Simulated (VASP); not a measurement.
Wanted: the native input for a VASP 6.6.1 run.

| Item | Value |
| --- | --- |
| Task | single point |
| Functional | r2SCAN |
| Potentials or basis | VASP PAW PBE potentials, release 64 (Tl_d, Cl) |
| Cutoff | 550 eV |
| k mesh | 4 × 4 × 4 |
| Occupations | gaussian, width 0.01 eV |
| Spin | no spin polarisation |
| Dipole correction | no |
| Further INCAR settings | ALGO = Normal; EDIFF = 1e-06; NBANDS = 17 |

TlCl:

```
Tl Cl
1.0
     3.83883    0.00000    0.00000
     0.00000    3.83883    0.00000
     0.00000    0.00000    3.83883
Tl Cl
1 1
Direct
  0.00000 0.00000 0.00000
  0.50000 0.50000 0.50000
```

These files were run (other wordings do the same):

POSCAR

```
TlCl
1.0
    3.8388256296      0.0000000000      0.0000000000
    0.0000000000      3.8388256296      0.0000000000
    0.0000000000      0.0000000000      3.8388256296
Tl Cl
1 1
Direct
    0.0000000000      0.0000000000      0.0000000000
    0.5000000000      0.5000000000      0.5000000000
```

INCAR.step1

```
ALGO = Normal
EDIFF = 1E-5
ENCUT = 550
GGA = PE
GGA_COMPAT = False
ISMEAR = 0
LASPH = True
LCHARG = False
LREAL = False
LWAVE = True
NBANDS = 17
NELM = 120
PREC = Accurate
SIGMA = 0.01
```

INCAR.step2

```
ALGO = Normal
EDIFF = 1E-6
ENCUT = 550
GGA_COMPAT = False
ISIF = 2
ISMEAR = 0
ISTART = 1
LASPH = True
LCHARG = False
LMIXTAU = True
LREAL = False
LWAVE = False
METAGGA = R2SCAN
NBANDS = 17
NELM = 120
PREC = Accurate
SIGMA = 0.01
```

KPOINTS

```
k-points
0
Gamma
  4 4 4
```

Potentials or basis: VASP PAW PBE potentials, release 64 (Tl_d, Cl).

Run with:

```bash
$ cat potpaw_PBE.64/Tl_d/POTCAR potpaw_PBE.64/Cl/POTCAR > POTCAR
$ cp INCAR.step1 INCAR
$ mpirun -np 1 vasp_std > vasp.out
$ cp INCAR.step2 INCAR
$ mpirun -np 1 vasp_std > vasp.out
```

It gave:

```
Pressure               : 0.0 GPa
Band gap on the k mesh : 2.51 eV
```

Caveat: the PAW data sets were made with another functional, which shifts forces and pressure a little; spin-orbit coupling is left out, which moves the levels of the heavy elements.

It took 55 s on 1 thread of Intel Xeon 8259CL, with other jobs on the host, peak memory 0.17 GiB.
